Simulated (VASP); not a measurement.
# Cd3I2 (P-3m1) in VASP: further runs

The runs below take Cd3I2 through single point, with PBE.

All numbers are computed with VASP 6.6.1; they aren't measurements. Logs are shortened: lines on timing, memory, paths and dates and some standing lists are left out, and cuts for length are marked.

**1. The cell of the first run**

Symmetry: P-3m1, No. 164, trigonal system. The conventional cell has a = 4.844 Å, b = 4.844 Å, c = 7.536 Å, α = 90.00°, β = 90.00°, γ = 120.00°. Within 4.4 Å of Cd (site symmetry -3m) lie 6 I at 3.35 Å and 6 Cd at 3.87 Å. Cd (site symmetry 3m) has 4 I at 2.92 to 3.01 Å and 6 Cd at 3.55 to 3.87 Å within 3.9 Å. I (site symmetry 3m) has 7 Cd at 2.92 to 3.35 Å within 3.8 Å.

**2. Single point, PBE**

Input file INCAR:

```
ALGO = Fast
EDIFF = 1E-7
ENCUT = 520
GGA = PE
ISIF = 2
ISMEAR = 0
LASPH = T
LCHARG = T
LELF = T
LREAL = F
LVHAR = T
LWAVE = F
NBANDS = 33
NELM = 80
PREC = Accurate
SIGMA = 0.1
```

Input file KPOINTS:

```
k-points
0
Gamma
  6 6 4
```

Input file POSCAR:

```
Cd3I2
1.0
    4.8435336902      0.0000000000      0.0000000000
   -2.4217668451      4.1946232198      0.0000000000
    0.0000000000      0.0000000000      7.5357516551
Cd I
3 2
Direct
    0.0000000000      0.0000000000      0.0000000000
    0.3333333333      0.6666666667      0.6450000000
    0.6666666667      0.3333333333      0.3550000000
    0.3333333333      0.6666666667      0.2450000000
    0.6666666667      0.3333333333      0.7550000000
```

Potentials or basis: VASP PAW PBE potentials, release 64 (Cd, I).

Run with:

```sh
cat potpaw_PBE.64/Cd/POTCAR potpaw_PBE.64/I/POTCAR > POTCAR
mpirun -np 1 vasp_std > vasp.out
```

OUTCAR:

```text
EDIFF = 1E-7
   ENCUT = 520
   GGA = PE
   ISIF = 2
   ISMEAR = 0
   LASPH = T
   LREAL = F
   NELM = 80
   PREC = Accurate

 ion  position               nearest neighbor table
   1  0.000  0.000  0.000-   4 3.35   5 3.35   5 3.35   4 3.35   5 3.35   4 3.35
   2  0.333  0.667  0.645-   5 2.92   5 2.92   5 2.92   4 3.01   3 3.55   3 3.55   3 3.55
   3  0.667  0.333  0.355-   4 2.92   4 2.92   4 2.92   5 3.01   2 3.55   2 3.55   2 3.55
   4  0.333  0.667  0.245-   3 2.92   3 2.92   3 2.92   2 3.01   1 3.35   1 3.35   1 3.35
   5  0.667  0.333  0.755-   2 2.92   2 2.92   2 2.92   3 3.01   1 3.35   1 3.35   1 3.35

  LATTYP: Found a hexagonal cell.
 ALAT       =     4.8435336902
 C/A-ratio  =     1.5558375635

  Lattice vectors:

 A1 = (   4.8435336902,   0.0000000000,   0.0000000000)
 A2 = (  -2.4217668451,   4.1946232198,   0.0000000000)
 A3 = (   0.0000000000,   0.0000000000,   7.5357516551)

Analysis of symmetry for initial positions (statically):
=====================================================================
 Subroutine PRICEL returns:
 Original cell was already a primitive cell.

 Routine SETGRP: Setting up the symmetry group for a
 hexagonal supercell.

 Subroutine GETGRP returns: Found 12 space group operations
 (whereof 12 operations were pure point group operations)
 out of a pool of 24 trial point group operations.

The static configuration has the point symmetry D_3d.

Analysis of symmetry for dynamics (positions and initial velocities):
=====================================================================
 Subroutine PRICEL returns:
 Original cell was already a primitive cell.

 Routine SETGRP: Setting up the symmetry group for a
 hexagonal supercell.

 Subroutine GETGRP returns: Found 12 space group operations
 (whereof 12 operations were pure point group operations)
 out of a pool of 24 trial point group operations.

The dynamic configuration has the point symmetry D_3d.

 Subroutine INISYM returns: Found 12 space group operations
 (whereof 12 operations are pure point group operations),
 and found     1 'primitive' translations

----------------------------------------------------------------------------------------

                                     Primitive cell

  volume of cell :     153.1024

  direct lattice vectors                    reciprocal lattice vectors
     4.843533690  0.000000000  0.000000000     0.206460833  0.119200217  0.000000000
    -2.421766845  4.194623220  0.000000000     0.000000000  0.238400435  0.000000000
     0.000000000  0.000000000  7.535751655     0.000000000  0.000000000  0.132700764

  length of vectors
     4.843533690  4.843533690  7.535751655     0.238400435  0.238400435  0.132700764

  position of ions in fractional coordinates (direct lattice)
     0.000000000  0.000000000  0.000000000
     0.333333333  0.666666667  0.645000000
     0.666666667  0.333333333  0.355000000
     0.333333333  0.666666667  0.245000000
     0.666666667  0.333333333  0.755000000

  ion indices of the primitive-cell ions
   primitive index   ion index
                 1           1
                 2           2
                 3           3
                 4           4
                 5           5

----------------------------------------------------------------------------------------

 KPOINTS: k-points

Automatic generation of k-mesh.
 Grid dimensions read from file:
 generate k-points for:    6    6    4

 Generating k-lattice:

  Cartesian coordinates                     Fractional coordinates (reciprocal lattice)
     0.034410139  0.019866703  0.000000000     0.166666667  0.000000000  0.000000000
     0.000000000  0.039733406  0.000000000     0.000000000  0.166666667  0.000000000
     0.000000000  0.000000000  0.033175191     0.000000000  0.000000000  0.250000000

  Length of vectors
     0.039733406  0.039733406  0.033175191

  Shift w.r.t. Gamma in fractional coordinates (k-lattice)
     0.000000000  0.000000000  0.000000000

 Subroutine IBZKPT returns following result:
 ===========================================

 Found     24 irreducible k-points:

 Following reciprocal coordinates:
            Coordinates               Weight
  0.000000  0.000000  0.000000      1.000000
  0.166667  0.000000  0.000000      6.000000
  0.333333  0.000000  0.000000      6.000000
  0.500000  0.000000  0.000000      3.000000
  0.166667  0.166667  0.000000      6.000000
  0.333333  0.166667  0.000000     12.000000
[... 16 lines left out ...]
  0.333333  0.166667  0.500000     12.000000
  0.333333  0.333333  0.500000      2.000000
   k-points           NKPTS =     24   k-points in BZ     NKDIM =     24   number of bands    NBANDS=     33
   number of dos      NEDOS =    301   number of ions     NIONS =      5
   total plane-waves  NPLWV =  72576
   dimension x,y,z NGX =    36 NGY =   36 NGZ =   56
   dimension x,y,z NGXF=    72 NGYF=   72 NGZF=  112
   ions per type =               3   2
   NGX,Y,Z   is equivalent  to a cutoff of  12.36, 12.36, 12.35 a.u.
   NGXF,Y,Z  is equivalent  to a cutoff of  24.71, 24.71, 24.71 a.u.
 SYSTEM =  unknown system
   PREC   = accura    normal or accurate (medium, high low for compatibility)
   ISTART =      0    job   : 0-new  1-cont  2-samecut
   ICHARG =      2    charge: 1-file 2-atom 10-const
   ISPIN  =      1    spin polarized calculation?
   LNONCOLLINEAR =      F non collinear calculations
   LSORBIT =      F    spin-orbit coupling
   LASPH  =      T    aspherical Exc in radial PAW
   ENCUT  =  520.0 eV  38.22 Ry    6.18 a.u.   9.01  9.01 14.01*2*pi/ulx,y,z
   NELM   =     80;   NELMIN=  2; NELMDL= -5     # of ELM steps
   EDIFF  = 0.1E-06   stopping-criterion for ELM
   LREAL  =      F    real-space projection
   EDIFFG = 0.1E-05   stopping-criterion for IOM
   NSW    =      0    number of steps for IOM
   IBRION =     -1    ionic relax: 0-MD 1-quasi-New 2-CG
   NFREE  =      0    steps in history (QN), initial steepest desc. (CG)
   ISIF   =      2    stress and relaxation
   ISYM   =      2    0-nonsym 1-usesym 2-fastsym
   POTIM  = 0.5000    time-step for ionic-motion
   TEBEG  =    0.0;   TEEND  =   0.0 temperature during run
   PSTRESS=    0.0 pullay stress
   NELECT =      50.0000    total number of electrons
   NUPDOWN=      -1.0000    fix difference up-down
   EMIN   =  10.00;   EMAX   =-10.00  energy-range for DOS
   EFERMI =   0.00;   METHOD = LEGACY
   ISMEAR =     0;   SIGMA  =   0.10  broadening in eV -4-tet -1-fermi 0-gaus
   EFERMI_NEDOS =   21; number of points for ismear=-14 and -15
   IALGO  =     68    algorithm
   IMIX   =      4    mixing-type and parameters
     AMIX     =   0.40;   BMIX     =  1.00
     AMIX_MAG =   1.60;   BMIX_MAG =  1.00
  volume/ion in A,a.u.               =      30.62       206.64
  Fermi-wavevector in a.u.,A,eV,Ry     =   1.127381  2.130442 17.292854  1.270989
  Thomas-Fermi vector in A             =   2.264067
   LORBIT       =      0    0 simple, 1 ext, 2 COOP (PROOUT), +10 PAW based schemes
   GGA     = PE    functional components
   LHFCALC =     F    Hartree Fock is set to
   AEXX    =    0.0000 exact exchange contribution
   IVDW    =     0    specifies the selected vdW correction
   LEPSILON=     F    determine dielectric tensor
   LRPA    =     F    only Hartree local field effects (RPA)
 non-spin polarized calculation
 RMM-DIIS sequential band-by-band and
 Gauss-broadening in eV      SIGMA  =   0.10
  energy-cutoff  :      520.00
  volume of cell :      153.10
 maximum number of plane-waves:      4164
   NGX = 17   NGY = 17   NGZ = 29

 number of electron      50.0000012 magnetization

 Free energy of the ion-electron system (eV)
  ---------------------------------------------------
  ext. energy  EPLUGINS =         0.00000000
  ---------------------------------------------------
  free energy    TOTEN  =        -3.91923769 eV

  energy without entropy =       -3.89624004  energy(sigma->0) =       -3.90773886

 E-fermi :   4.1643     XC(G=0):  -9.2324

 val. band max:        4.1545624900   @ k =   0.3333   0.0000   0.2500
 cond. band min:       4.1775558017   @ k =   0.3333   0.1667   0.5000
 fundamental gap:      0.0229933117
 Fermi energy:         4.1642709159

 k-point     1 :       0.0000    0.0000    0.0000
  band No.  band energies     occupation
      1     -10.7622      2.00000
      2     -10.4768      2.00000
      3      -5.4065      2.00000
      4      -5.4065      2.00000
      5      -5.3396      2.00000
      6      -5.3396      2.00000
[... 25 lines left out ...]
     32       7.6940      0.00000
     33       9.0560      0.00000

 k-point     2 :       0.1667    0.0000    0.0000
  band No.  band energies     occupation
      1     -10.7075      2.00000
      2     -10.4601      2.00000
      3      -5.3837      2.00000
      4      -5.3768      2.00000
      5      -5.3029      2.00000
      6      -5.2979      2.00000
[... 25 lines left out ...]
     32       8.1355      0.00000
     33       8.6354      0.00000

 k-point     3 :       0.3333    0.0000    0.0000
  band No.  band energies     occupation
      1     -10.5859      2.00000
      2     -10.4352      2.00000
      3      -5.3184      2.00000
      4      -5.2807      2.00000
      5      -5.2466      2.00000
      6      -5.2435      2.00000
[... 25 lines left out ...]
     32       8.5813      0.00000
     33       9.0187      0.00000

 k-point     4 :       0.5000    0.0000    0.0000
  band No.  band energies     occupation
      1     -10.5071      2.00000
      2     -10.4389      2.00000
      3      -5.2626      2.00000
      4      -5.2619      2.00000
      5      -5.2355      2.00000
      6      -5.2123      2.00000
[... 673 lines left out ...]
     32       8.6786      0.00000
     33       8.6908      0.00000

 k-point    23 :       0.3333    0.1667    0.5000
  band No.  band energies     occupation
      1     -10.4802      2.00000
      2     -10.4601      2.00000
      3      -5.2710      2.00000
      4      -5.2540      2.00000
      5      -5.2412      2.00000
      6      -5.2328      2.00000
[... 25 lines left out ...]
     32       8.7216      0.00000
     33       9.5875      0.00000

 k-point    24 :       0.3333    0.3333    0.5000
  band No.  band energies     occupation
      1     -10.4511      2.00000
      2     -10.4511      2.00000
      3      -5.2489      2.00000
      4      -5.2277      2.00000
      5      -5.2153      2.00000
      6      -5.2153      2.00000
[... 25 lines left out ...]
     32       8.3823      0.00000
     33       8.9759      0.00000

------------------------ aborting loop because EDIFF is reached ----------------------------------------

  FORCE on cell =-STRESS in cart. coord.  units (eV):
  Direction    XX          YY          ZZ          XY          YZ          ZX
  --------------------------------------------------------------------------------------
  -------------------------------------------------------------------------------------
  Total        8.3908341      8.3908341      5.8992765     -0.0000000      0.0000000      0.0000000
  in kB       87.8079540     87.8079540     61.7344344     -0.0000000      0.0000000      0.0000000
  external PRESSURE =      79.1167808 kB  Pullay stress =       0.0000000 kB

 VOLUME and BASIS-vectors are now :
 -----------------------------------------------------------------------------
  energy-cutoff  :      520.00
  volume of cell :      153.10
      direct lattice vectors                 reciprocal lattice vectors
     4.843533690  0.000000000  0.000000000     0.206460833  0.119200217  0.000000000
    -2.421766845  4.194623220  0.000000000     0.000000000  0.238400435  0.000000000
     0.000000000  0.000000000  7.535751655     0.000000000  0.000000000  0.132700764

 POSITION                                       TOTAL-FORCE (eV/Angst)
 -----------------------------------------------------------------------------------
      0.00000      0.00000      0.00000        -0.000000      0.000000      0.000000
     -0.00000      2.79642      4.86056        -0.000000      0.000000      0.221124
      2.42177      1.39821      2.67519         0.000000     -0.000000     -0.221124
     -0.00000      2.79642      1.84626        -0.000000     -0.000000     -0.853982
      2.42177      1.39821      5.68949        -0.000000      0.000000      0.853982
 -----------------------------------------------------------------------------------
    total drift:                               -0.000000     -0.000000      0.000000

  FREE ENERGIE OF THE ION-ELECTRON SYSTEM (eV)
  ---------------------------------------------------
  free  energy   TOTEN  =        -3.9192376857 eV

  energy  without entropy=       -3.8962400397  energy(sigma->0) =       -3.90773886
```

It took 2.4 min on 1 thread of AMD EPYC 9755, shared host; peak memory 0.28 GiB.

What came out:

| Property | Result |
| --- | --- |
| Free energy | -3.9192 eV |
| Pressure | 7.9 GPa |
| Largest force | 0.854 eV/Å |
| Band gap on the k mesh | zero (bands 25 and 26 overlap by 1.00 eV) |

Forces on the atoms (eV/Å):
```
Cd   0.000  0.000  0.000
Cd   0.000  0.000  0.221
Cd   0.000  0.000 -0.221
I    0.000  0.000 -0.854
I    0.000  0.000  0.854
```

Levels at points of the mesh, in eV from the Fermi level:
```csv
k point,band 22,band 23,band 24,band 25,band 26,band 27,band 28,band 29
"(0.00, 0.00, 0.00)",-3.69,-3.53,-3.23,-1.91,1.41,1.90,1.90,2.65
"(0.50, 0.00, 0.00)",-4.45,-3.96,-1.79,-0.63,0.67,1.72,2.24,2.79
"(0.00, 0.00, 0.50)",-3.62,-3.62,-1.85,-1.31,0.02,1.49,1.49,1.85
"(0.50, 0.00, 0.50)",-4.43,-4.14,-2.23,-0.33,0.19,1.60,1.91,3.45
```

Caveat: the cell stands under pressure; spin-orbit coupling is left out, which moves the levels of the heavy elements.

**3. Single point, PBE**

This run uses another cell than the first one, of 35.69 Å³/atom.

Input file INCAR:

```
SYSTEM = Cd3I2
  ALGO = Normal
  EDIFF = 1E-6
  ENCUT = 520
  GGA = PE
  ISIF = 2
  ISMEAR = 0
  LASPH = .TRUE.
  LCHARG = .FALSE.
  LREAL = .FALSE.
  LWAVE = .FALSE.
  NBANDS = 33
  NELM = 80
  PREC = Accurate
  SIGMA = 0.1
```

Input file KPOINTS:

```
k-points
0
G
  6 6 2
  0 0 0
```

Input file POSCAR:

```
Cd3I2
1.0
    4.4822508219      0.0000000000      0.0000000000
   -2.2411254109      3.8817430779      0.0000000000
    0.0000000000      0.0000000000     10.2573794847
Cd I
3 2
Direct
    0.0000000000      0.0000000000      0.0000000000
    0.3333333333      0.6666666667      0.5724378594
    0.6666666667      0.3333333333      0.4275621406
    0.3333333333      0.6666666667      0.1702664338
    0.6666666667      0.3333333333      0.8297335662
```

Potentials or basis: VASP PAW PBE potentials, release 64 (Cd, I).

Run with:

```sh
cat potpaw_PBE.64/Cd/POTCAR potpaw_PBE.64/I/POTCAR > POTCAR
mpirun -np 1 vasp_std > vasp.out
```

Wall time 82 s (1 thread of AMD EPYC 9755, shared host); peak memory 0.3 GiB.

The run converged. Its results:

```yaml
Free_energy: -6.1249 eV
Pressure: -0.2 GPa
Largest_force: 0.019 eV/Å
Band_gap_on_the_k_mesh: zero (bands 25 and 26 overlap by 0.75 eV)
```

Forces in eV/Å, atoms in the order of the input:
```
Cd   0.000  0.000  0.000
Cd   0.000  0.000 -0.019
Cd   0.000  0.000  0.019
I    0.000  0.000  0.013
I    0.000  0.000 -0.013
```

Levels at points of the mesh, in eV from the Fermi level:
| k point | band 23 | band 24 | band 25 | band 26 | band 27 | band 28 |
| --- | --- | --- | --- | --- | --- | --- |
| (0.00, 0.00, 0.00) | -2.56 | -2.56 | 0.23 | 0.43 | 2.48 | 3.70 |
| (0.50, 0.00, 0.00) | -2.68 | -2.41 | -1.85 | -0.16 | 1.96 | 2.28 |
| (0.00, 0.00, 0.50) | -2.55 | -2.50 | -1.16 | 1.72 | 1.83 | 3.46 |
| (0.50, 0.00, 0.50) | -2.71 | -2.47 | -1.86 | -0.05 | 1.20 | 2.50 |

Caveat: spin-orbit coupling is left out, which moves the levels of the heavy elements.

The gap in the log of VASP goes by the Fermi energy; the results here count the filled bands.